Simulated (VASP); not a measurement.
# Ag (P6_3/mmc) in VASP: single point with r2SCAN

Aim: the single point of Ag with r2SCAN.

Everything below comes from runs of VASP 6.6.1. Logs are shortened: lines on timing, memory, paths and dates and some standing lists are left out, and cuts for length are marked.

## (1) The cell of the first run

The structure is hexagonal, space group P6_3/mmc (No. 194). The conventional cell has a = 2.913 Å, b = 2.913 Å, c = 4.763 Å, α = 90.00°, β = 90.00°, γ = 120.00°. Ag (site symmetry -6m2) has 12 Ag at 2.91 to 2.92 Å within 3.8 Å.

## (2) Single point, r2SCAN

File POSCAR:

```
Ag
1.0
    2.9131411829      0.0000000000      0.0000000000
   -1.4565705915      2.5228542692      0.0000000000
    0.0000000000      0.0000000000      4.7630157342
Ag
2
Direct
    0.3333333333      0.6666666667      0.2500000000
    0.6666666667      0.3333333333      0.7500000000
```

File INCAR.step1:

```
PREC = Accurate
ENCUT = 520
ISMEAR = 0
SIGMA = 0.1
LREAL = F
LASPH = T
NELM = 100
NBANDS = 18
GGA = PE
ALGO = Normal
EDIFF = 1E-4
LWAVE = T
LCHARG = F
```

File INCAR.step2:

```
PREC = Accurate
ENCUT = 520
EDIFF = 1E-6
ISMEAR = 0
SIGMA = 0.1
LREAL = F
LASPH = T
NELM = 100
ALGO = Normal
ISIF = 2
LWAVE = F
LCHARG = T
METAGGA = R2SCAN
LMIXTAU = T
LELF = T
LVHAR = T
NBANDS = 18
ISTART = 1
```

File KPOINTS:

```
regular mesh
0
Gamma
  18 18 10
```

Potentials or basis: VASP PAW PBE potentials, release 64 (Ag).

Command:

```
> cat potpaw_PBE.64/Ag/POTCAR > POTCAR
> cp INCAR.step1 INCAR
> mpirun -np 1 vasp_std > vasp.out
> cp INCAR.step2 INCAR
> mpirun -np 1 vasp_std > vasp.out
```

OUTCAR:

```text
PREC = Accurate
   ENCUT = 520
   EDIFF = 1E-6
   ISMEAR = 0
   LREAL = F
   LASPH = T
   NELM = 100
   ISIF = 2
   METAGGA = R2SCAN
   ISTART = 1

 ion  position               nearest neighbor table
   1  0.333  0.667  0.250-   2 2.92   2 2.92   2 2.92   2 2.92   2 2.92   2 2.92
   2  0.667  0.333  0.750-   1 2.92   1 2.92   1 2.92   1 2.92   1 2.92   1 2.92

  LATTYP: Found a hexagonal cell.
 ALAT       =     2.9131411829
 C/A-ratio  =     1.6350102639

  Lattice vectors:

 A1 = (   2.9131411829,   0.0000000000,   0.0000000000)
 A2 = (  -1.4565705915,   2.5228542692,   0.0000000000)
 A3 = (   0.0000000000,   0.0000000000,   4.7630157342)

Analysis of symmetry for initial positions (statically):
=====================================================================
 Subroutine PRICEL returns:
 Original cell was already a primitive cell.

 Routine SETGRP: Setting up the symmetry group for a
 hexagonal supercell.

 Subroutine GETGRP returns: Found 24 space group operations
 (whereof 12 operations were pure point group operations)
 out of a pool of 24 trial point group operations.

The static configuration has the point symmetry D_3d.
 The point group associated with its full space group is D_6h.

Analysis of symmetry for dynamics (positions and initial velocities):
=====================================================================
 Subroutine PRICEL returns:
 Original cell was already a primitive cell.

 Routine SETGRP: Setting up the symmetry group for a
 hexagonal supercell.

 Subroutine GETGRP returns: Found 24 space group operations
 (whereof 12 operations were pure point group operations)
 out of a pool of 24 trial point group operations.

The dynamic configuration has the point symmetry D_3d.
 The point group associated with its full space group is D_6h.

 Subroutine INISYM returns: Found 24 space group operations
 (whereof 12 operations are pure point group operations),
 and found     1 'primitive' translations

----------------------------------------------------------------------------------------

                                     Primitive cell

  volume of cell :      35.0055

  direct lattice vectors                    reciprocal lattice vectors
     2.913141183  0.000000000  0.000000000     0.343272069  0.198188221  0.000000000
    -1.456570592  2.522854269  0.000000000     0.000000000  0.396376442  0.000000000
     0.000000000  0.000000000  4.763015734     0.000000000  0.000000000  0.209951018

  length of vectors
     2.913141183  2.913141183  4.763015734     0.396376442  0.396376442  0.209951018

  position of ions in fractional coordinates (direct lattice)
     0.333333333  0.666666667  0.250000000
     0.666666667  0.333333333  0.750000000

  ion indices of the primitive-cell ions
   primitive index   ion index
                 1           1
                 2           2

----------------------------------------------------------------------------------------

 KPOINTS: regular mesh

Automatic generation of k-mesh.
 Grid dimensions read from file:
 generate k-points for:   18   18   10

 Generating k-lattice:

  Cartesian coordinates                     Fractional coordinates (reciprocal lattice)
     0.019070670  0.011010457  0.000000000     0.055555556  0.000000000  0.000000000
     0.000000000  0.022020913  0.000000000     0.000000000  0.055555556  0.000000000
     0.000000000  0.000000000  0.020995102     0.000000000  0.000000000  0.100000000

  Length of vectors
     0.022020913  0.022020913  0.020995102

  Shift w.r.t. Gamma in fractional coordinates (k-lattice)
     0.000000000  0.000000000  0.000000000

 Subroutine IBZKPT returns following result:
 ===========================================

 Found    222 irreducible k-points:

 Following reciprocal coordinates:
            Coordinates               Weight
  0.000000  0.000000  0.000000      1.000000
  0.055556  0.000000  0.000000      6.000000
  0.111111  0.000000  0.000000      6.000000
  0.166667  0.000000  0.000000      6.000000
  0.222222 -0.000000  0.000000      6.000000
  0.277778 -0.000000  0.000000      6.000000
[... 16 lines left out ...]
  0.333333  0.111111  0.000000     12.000000
  0.388889  0.111111  0.000000     12.000000
 [... further k-points ...]
   k-points           NKPTS =    222   k-points in BZ     NKDIM =    222   number of bands    NBANDS=     18
   number of dos      NEDOS =    301   number of ions     NIONS =      2
   total plane-waves  NPLWV =  20736
   dimension x,y,z NGX =    24 NGY =   24 NGZ =   36
   dimension x,y,z NGXF=    48 NGYF=   48 NGZF=   72
   ions per type =               2
   NGX,Y,Z   is equivalent  to a cutoff of  13.70, 13.70, 12.57 a.u.
   NGXF,Y,Z  is equivalent  to a cutoff of  27.39, 27.39, 25.13 a.u.
 SYSTEM =  unknown system
   PREC   = accura    normal or accurate (medium, high low for compatibility)
   ISTART =      1    job   : 0-new  1-cont  2-samecut
   ICHARG =      0    charge: 1-file 2-atom 10-const
   ISPIN  =      1    spin polarized calculation?
   LNONCOLLINEAR =      F non collinear calculations
   LSORBIT =      F    spin-orbit coupling
   LASPH  =      T    aspherical Exc in radial PAW
   ENCUT  =  520.0 eV  38.22 Ry    6.18 a.u.   5.42  5.42  8.86*2*pi/ulx,y,z
   NELM   =    100;   NELMIN=  2; NELMDL=  0     # of ELM steps
   EDIFF  = 0.1E-05   stopping-criterion for ELM
   LREAL  =      F    real-space projection
   EDIFFG = 0.1E-04   stopping-criterion for IOM
   NSW    =      0    number of steps for IOM
   IBRION =     -1    ionic relax: 0-MD 1-quasi-New 2-CG
   NFREE  =      0    steps in history (QN), initial steepest desc. (CG)
   ISIF   =      2    stress and relaxation
   ISYM   =      2    0-nonsym 1-usesym 2-fastsym
   POTIM  = 0.5000    time-step for ionic-motion
   TEBEG  =    0.0;   TEEND  =   0.0 temperature during run
   PSTRESS=    0.0 pullay stress
   NELECT =      22.0000    total number of electrons
   NUPDOWN=      -1.0000    fix difference up-down
   EMIN   =  10.00;   EMAX   =-10.00  energy-range for DOS
   EFERMI =   0.00;   METHOD = LEGACY
   ISMEAR =     0;   SIGMA  =   0.10  broadening in eV -4-tet -1-fermi 0-gaus
   EFERMI_NEDOS =   21; number of points for ismear=-14 and -15
   IALGO  =     38    algorithm
   IMIX   =      4    mixing-type and parameters
     AMIX     =   0.40;   BMIX     =  1.00
     AMIX_MAG =   1.60;   BMIX_MAG =  1.00
  volume/ion in A,a.u.               =      17.50       118.11
  Fermi-wavevector in a.u.,A,eV,Ry     =   1.402288  2.649940 26.754647  1.966411
  Thomas-Fermi vector in A             =   2.525064
   LORBIT       =      0    0 simple, 1 ext, 2 COOP (PROOUT), +10 PAW based schemes
   METAGGA = R2SCAN    functional components
   LHFCALC =     F    Hartree Fock is set to
   AEXX    =    0.0000 exact exchange contribution
   IVDW    =     0    specifies the selected vdW correction
   LEPSILON=     F    determine dielectric tensor
   LRPA    =     F    only Hartree local field effects (RPA)
 non-spin polarized calculation
 Gauss-broadening in eV      SIGMA  =   0.10
  energy-cutoff  :      520.00
  volume of cell :       35.01
 maximum number of plane-waves:       972
 NGX is ok and might be reduce to    24
   NGX = 11   NGY = 11   NGZ = 17

 number of electron      22.0000007 magnetization

 Free energy of the ion-electron system (eV)
  ---------------------------------------------------
  ext. energy  EPLUGINS =         0.00000000
  ---------------------------------------------------
  free energy    TOTEN  =       -42.70541973 eV

  energy without entropy =      -42.70164958  energy(sigma->0) =      -42.70353466

 E-fermi :   8.0671     XC(G=0): -12.7834

 val. band max:        8.0574945617   @ k =   0.0556   0.0000   0.0000
 cond. band min:       8.0758444323   @ k =   0.3889   0.1111   0.3000
 fundamental gap:      0.0183498706
 Fermi energy:         8.0671327333

 k-point     1 :       0.0000    0.0000    0.0000
  band No.  band energies     occupation
      1       0.3164      2.00000
      2       1.5104      2.00000
      3       3.0223      2.00000
      4       3.1182      2.00000
      5       3.1182      2.00000
      6       3.3487      2.00000
[... 10 lines left out ...]
     17      26.7708      0.00000
     18      26.7708      0.00000

 k-point     2 :       0.0556    0.0000    0.0000
  band No.  band energies     occupation
      1       0.4034      2.00000
      2       1.5598      2.00000
      3       2.9635      2.00000
      4       3.1631      2.00000
      5       3.1742      2.00000
      6       3.3317      2.00000
[... 10 lines left out ...]
     17      26.3095      0.00000
     18      27.1255      0.00000

 k-point     3 :       0.1111    0.0000    0.0000
  band No.  band energies     occupation
      1       0.6564      2.00000
      2       1.6936      2.00000
      3       2.8614      2.00000
      4       3.2412      2.00000
      5       3.2944      2.00000
      6       3.3319      2.00000
[... 10 lines left out ...]
     17      26.5231      0.00000
     18      27.5722      0.00000

 k-point     4 :       0.1667    0.0000    0.0000
  band No.  band energies     occupation
      1       1.0436      2.00000
      2       1.8604      2.00000
      3       2.7734      2.00000
      4       3.1990      2.00000
      5       3.2542      2.00000
      6       3.4910      2.00000
[... 375 lines left out ...]
      4       3.0589      2.00000
      5       3.1257      2.00000
      6       3.3696      2.00000
[... 10 lines left out ...]
     17      21.9856      0.00000
     18      24.3684      0.00000

 k-point    23 :       0.3333    0.1111    0.0000
  band No.  band energies     occupation
      1       1.8198      2.00000
      2       2.0748      2.00000
      3       2.1127      2.00000
      4       3.0173      2.00000
      5       3.4231      2.00000
      6       3.4307      2.00000
[... 10 lines left out ...]
     17      20.4954      0.00000
     18      23.9175      0.00000

 k-point    24 :       0.3889    0.1111    0.0000
  band No.  band energies     occupation
      1       1.7399      2.00000
      2       1.9549      2.00000
      3       2.0852      2.00000
      4       2.9993      2.00000
      5       3.3536      2.00000
      6       3.5449      2.00000
[... 10 lines left out ...]
     17      19.3310      0.00000
     18      23.6457      0.00000

 [... further k-points ...]
[... 5 lines left out ...]
  --------------------------------------------------------------------------------------
  -------------------------------------------------------------------------------------
  Total       -0.1865579     -0.1865579     -0.1853578      0.0000000      0.0000000      0.0000000
  in kB       -8.5386379     -8.5386379     -8.4837096      0.0000000      0.0000000      0.0000000
  external PRESSURE =      -8.5203285 kB  Pullay stress =       0.0000000 kB

 VOLUME and BASIS-vectors are now :
 -----------------------------------------------------------------------------
  energy-cutoff  :      520.00
  volume of cell :       35.01
      direct lattice vectors                 reciprocal lattice vectors
     2.913141183  0.000000000  0.000000000     0.343272069  0.198188221  0.000000000
    -1.456570592  2.522854269  0.000000000     0.000000000  0.396376442  0.000000000
     0.000000000  0.000000000  4.763015734     0.000000000  0.000000000  0.209951018

 POSITION                                       TOTAL-FORCE (eV/Angst)
 -----------------------------------------------------------------------------------
     -0.00000      1.68190      1.19075         0.000000      0.000000      0.000000
      1.45657      0.84095      3.57226        -0.000000     -0.000000      0.000000
 -----------------------------------------------------------------------------------
    total drift:                               -0.000000      0.000000     -0.000000

  FREE ENERGIE OF THE ION-ELECTRON SYSTEM (eV)
  ---------------------------------------------------
  free  energy   TOTEN  =       -42.7054197341 eV

  energy  without entropy=      -42.7016495810  energy(sigma->0) =      -42.70353466
```

Run time: 6 min. Hardware: 1 thread of AMD EPYC 7R13 (Zen 3), shared host; peak memory 0.22 GiB.

Results:

- Free energy: -42.7054 eV
- Pressure: -0.9 GPa
- Band gap on the k mesh: zero (band 11 reaches 12.26 eV, above the bottom of band 12 at 4.37 eV)

Levels at points of the mesh, in eV from the Fermi level:
| k point | band 7 | band 8 | band 9 | band 10 | band 11 | band 12 | band 13 | band 14 | band 15 | band 16 |
| --- | --- | --- | --- | --- | --- | --- | --- | --- | --- | --- |
| (0.00, 0.00, 0.00) | -4.72 | -4.38 | -4.38 | -3.39 | -3.39 | -0.26 | 3.54 | 16.23 | 18.16 | 18.45 |
| (0.50, 0.00, 0.00) | -4.01 | -3.26 | -3.21 | -3.12 | 0.14 | 1.54 | 7.08 | 7.32 | 9.53 | 10.59 |
| (0.00, 0.00, 0.50) | -4.67 | -4.67 | -3.70 | -3.70 | -3.70 | -3.70 | 11.34 | 11.34 | 16.59 | 16.59 |
| (0.50, 0.00, 0.50) | -3.42 | -3.42 | -3.18 | -3.18 | 0.89 | 0.89 | 4.60 | 4.60 | 13.97 | 13.97 |

Caveat: the PAW data sets were made with another functional, which shifts forces and pressure a little.
